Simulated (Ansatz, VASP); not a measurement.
**One calculation of Si, two programs**

POSCAR

```
Si
1.0
    0.0000000000      2.7221188956      2.7765612735
    2.7221188956      0.0000000000      2.7765612735
    2.7221188956      2.7221188956      0.0000000000
Si
2
Direct
    0.0000000000      0.0000000000      0.0000000000
    0.2500000000      0.2500000000      0.2500000000
```

The input INCAR.step1:

```
SYSTEM = Si
PREC = Accurate
ENCUT = 520
EDIFF = 1E-5
ISMEAR = 0
SIGMA = 0.01
LREAL = .False.
LASPH = .True.
NELM = 80
ALGO = Normal
ISIF = 2
LWAVE = .True.
NBANDS = 11
GGA = PE
```

File INCAR.step2:

```
SYSTEM = Si
PREC = Accurate
ENCUT = 520
EDIFF = 1E-6
ISMEAR = 0
SIGMA = 0.01
LREAL = .False.
LASPH = .True.
NELM = 80
ALGO = Normal
ISIF = 2
LWAVE = .False.
LCHARG = .True.
GGA = PE
LHFCALC = .True.
HFSCREEN = 0.2079
PRECFOCK = Normal
LELF = .True.
LVHAR = .True.
NBANDS = 11
ISTART = 1
```

KPOINTS

```
Automatic mesh
0
Gamma
  6 6 6
  0 0 0
```

Input for Ansatz:

```yaml
crystal:
  lattice:
    - [0.0, 2.7221188956, 2.7765612735]
    - [2.7221188956, 0.0, 2.7765612735]
    - [2.7221188956, 2.7221188956, 0.0]
  atoms:
    - { symbol: Si, position: [0.0, 0.0, 0.0] }
    - { symbol: Si, position: [0.25, 0.25, 0.25] }
kpoints:
  mp_grid: { grid: [6, 6, 6] }
  band_path:
    path:
      - [0.0, 0.0, 0.0]
      - [0.5, 0.0, 0.5]
      - [0.625, 0.25, 0.625]
      - [0.375, 0.375, 0.75]
      - [0.5, 0.5, 0.5]
      - [0.5, 0.25, 0.75]
      - [0.0, 0.419271, 0.419271]
    npoints: 1
hamiltonian:
  xc: hse06
scf:
  occupations: { method: fixed }
  n_extra_bands: 4
output:
  forces: true
  stress: true
  eigenvalues: true
```

Change from the starting cell: uniaxial_z strain +2.0%.

Alike in both runs: task single point; functional HSE06; k mesh 6 × 6 × 6; no spin polarisation.

|  | VASP | Ansatz |
| --- | --- | --- |
| version | VASP 6.6.1 | Ansatz 0.2.0 |
| potentials or method | VASP PAW PBE potentials, release 64 (Si) | plane waves, PAW |
| plane-wave cutoff (eV) | 520 | 420 |
| occupations | gaussian, width 0.01 eV | fixed |
| valence electrons in the cell | 8 | 8 |

VASP gave:

```
gap on the k mesh at the Fermi level (eV)                     : 1.24
pressure (GPa)                                                : -2.4
traceless stress, the component that is largest in VASP (GPa) : -1.45
```

Which values does Ansatz return?

gap on the k mesh at the Fermi level (eV): 1.23; pressure (GPa): -2.1; traceless stress, the component that is largest in VASP (GPa): -1.44.

Ansatz's warnings: stress exchange threshold loose, stress scf threshold loose.
